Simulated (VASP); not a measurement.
Crystal: MgSe.

```xyz
2
Lattice="0.0000 2.7363 2.7363 2.7363 0.0000 2.7363 2.7363 2.7363 0.0000" Properties=species:S:1:pos:R:3 pbc="T T T"
Mg    0.0000    0.0000    0.0000
Se    2.7363    2.7363    2.7363
```

Program: VASP 6.6.1. Alike in all runs: task single point; no spin polarisation; cell as given; k mesh 4 × 4 × 4; smearing gaussian 0.01 eV.

Question: Order these runs on this cell by their band gap on the k mesh, lowest first.
A. level r2SCAN; potentials or basis VASP PAW PBE potentials, release 64 (Mg, Se); cutoff (eV) 660
B. level PBE; potentials or basis VASP PAW PBE potentials, release 64 (Mg, Se); cutoff (eV) 600
C. level HSE06; potentials or basis VASP PAW PBE potentials, release 64 (Mg, Se); cutoff (eV) 520; grid for exact exchange (PRECFOCK) Normal; share of exact exchange 0.25; screening parameter 0.2079 1/Å
D. level LDA; potentials or basis VASP PAW LDA potentials, release 64 (Mg, Se); cutoff (eV) 600

Answer: D (1.59 eV), B (1.75 eV), A (2.42 eV), C (2.62 eV).

Caveats: all runs use coarse meshes.

A k mesh can miss the band edges.
